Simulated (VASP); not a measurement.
Ca2C, 6 atoms in the cell. It takes space group P6_3/mmc (No. 194, hexagonal). Conventional cell: a = 3.658 Å, b = 3.658 Å, c = 13.343 Å, α = 90.00°, β = 90.00°, γ = 120.00°. Within 3.4 Å of Ca (site symmetry 3m) lie 3 C at 2.55 Å and 1 Ca at 2.87 Å. C (site symmetry -6m2) has 6 Ca at 2.55 Å within 3.4 Å. 

| Item | Value |
| --- | --- |
| Program | VASP 6.6.1 |
| Task | relaxation of cell and atoms |
| Functional | PBE |
| Potentials or basis | VASP PAW PBE potentials, release 64 (Ca_sv, C) |
| Cutoff | 600 eV |
| k mesh | 12 × 12 × 4 |
| Occupations | gaussian, width 0.1 eV |
| Spin | no spin polarisation |
| Dipole correction | no |
| Further INCAR settings | ALGO = Normal; EDIFF = 1e-06; IBRION = 2; EDIFFG = -0.01; NSW = 100; ISIF = 3 |

Potentials or basis: VASP PAW PBE potentials, release 64 (Ca_sv, C).

The run is started by

```bash
$ cat potpaw_PBE.64/Ca_sv/POTCAR potpaw_PBE.64/C/POTCAR > POTCAR
$ mpirun -np 1 vasp_std > vasp.out
```

Hardware: 1 thread of Intel Xeon 8259CL (shared host).

Problem. Estimate the wall time of this run.

Solution. It took 32 min on 1 thread of Intel Xeon 8259CL, on a shared host, peak memory 0.49 GiB. Counts: scf iterations 54, k points 57, ion steps 7.
